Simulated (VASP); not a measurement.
A run of VASP 6.6.1 is set up as follows.

INCAR

```
SYSTEM = Pd
PREC     = Accurate       ! precision mode
ENCUT    = 520            ! plane-wave cutoff, eV
EDIFF    = 1E-6           ! SCF threshold, eV
ISMEAR   = -1             ! smearing method
SIGMA    = 0.05           ! smearing width, eV
LREAL    = .False.        ! projectors in reciprocal space
LASPH    = .True.         ! aspherical terms in the spheres
NELM     = 150            ! most SCF steps
ALGO     = Normal         ! electronic algorithm
ISIF     = 2              ! what is computed and relaxed
LWAVE    = .False.        ! write WAVECAR
LCHARG   = .False.        ! write CHGCAR
ISPIN    = 2              ! spin polarisation
MAGMOM   = 0.5 -0.5       ! initial moments
LORBIT   = 11             ! projections on sites
LMAXMIX  = 4              ! l up to which the mixer works
NBANDS   = 21             ! bands
```

Contents of KPOINTS:

```
regular mesh
0
Gamma
  10 10 10
  0 0 0
```

File POSCAR:

```
Pd
1.0
    0.0000000000      2.8073440366      2.8073440366
    2.8073440366      0.0000000000      2.8073440366
    2.8073440366      2.8073440366      0.0000000000
Pd
2
Direct
    0.1250000000      0.1250000000      0.1250000000
    0.8750000000      0.8750000000      0.8750000000
```

Potentials or basis: VASP PAW LDA potentials, release 64 (Pd).

Launch:

```bash
$ cat potpaw_LDA.64/Pd/POTCAR > POTCAR
$ mpirun -np 1 vasp_std > vasp.out
```

(1) What does it give for the band gap on the k mesh?

(2) What does it give for the pressure?

(3) What does it give for the net moment?

Answers

(1) zero (filled and empty bands overlap).

(2) -0.2 GPa.

(3) 0.00 μB per cell.
